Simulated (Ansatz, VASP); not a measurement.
BaS in VASP and in Ansatz

```
CELL_PARAMETERS angstrom
0.00000 3.46870 3.46870
3.46870 0.00000 3.46870
3.46870 3.46870 0.00000
ATOMIC_POSITIONS crystal
Ba 0.00000 0.00000 0.00000
S 0.25000 0.25000 0.25000
```

Alike in both runs: task single point; functional PBEsol; k mesh 8 × 8 × 8; occupations gaussian, width 0.05 eV; no spin polarisation.

|  | VASP | Ansatz |
| --- | --- | --- |
| version | VASP 6.6.1 | Ansatz 0.2.0 |
| potentials or method | VASP PAW PBE potentials, release 64 (Ba_sv, S), cutoff 520 eV | scalar-relativistic, plane waves, PAW |
| valence electrons in the cell | 16 | 16 |

VASP gave:

* gap on the k mesh at the Fermi level (eV): 2.69
* least direct gap on the mesh (eV): 3.32
* pressure (GPa): 0.5

Problem. Estimate Ansatz's values.

Solution. gap on the k mesh at the Fermi level (eV): 2.67; least direct gap on the mesh (eV): 3.36; pressure (GPa): 0.0.

VASP's potentials were made for PBE, not for PBEsol. With one functional, cell and mesh, what is left measures potentials, basis and numerics.

Spin-orbit coupling is off throughout.
